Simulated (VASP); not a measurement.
TiC (rocksalt type):

```
Ti C
1.0
     0.00000    2.15443    2.15443
     2.15443    0.00000    2.15443
     2.15443    2.15443    0.00000
Ti C
1 1
Direct
  0.00000 0.00000 0.00000
  0.50000 0.50000 0.50000
```

| Item | Value |
| --- | --- |
| Program | VASP 6.6.1 |
| Task | relaxation of cell and atoms |
| Functional | PBE |
| Potentials or basis | VASP PAW PBE potentials, release 64 (Ti_sv, C) |
| Cutoff | 600 eV |
| k mesh | 15 × 15 × 15 |
| Occupations | fermi-dirac, width 0.05 eV |
| Spin | no spin polarisation |

At the start: pressure 4.4 GPa; volume 10.00 Å³/atom.

Task: How do energy, volume and symmetry change on relaxing?

Result: Over 3 steps the energy falls by 2.4 meV/atom and the volume is 10.17 Å³/atom (+1.7 %); space group Fm-3m (No. 225, to 0.05 Å).

Step by step:
```tsv
step	energy change (eV)	largest force (eV/Å)	pressure (GPa)	volume (Å³)
1	0.0000	0.0000	4.41	20.00
2	0.0031	0.0000	-5.30	20.81
3	-0.0047	0.0000	-0.03	20.35
```

Final structure:
```xyz
2
Lattice="0.0000 2.1669 2.1669 2.1669 0.0000 2.1669 2.1669 2.1669 0.0000" Properties=species:S:1:pos:R:3 pbc="T T T"
Ti    0.0000    0.0000    0.0000
C     2.1669    2.1669    2.1669
```
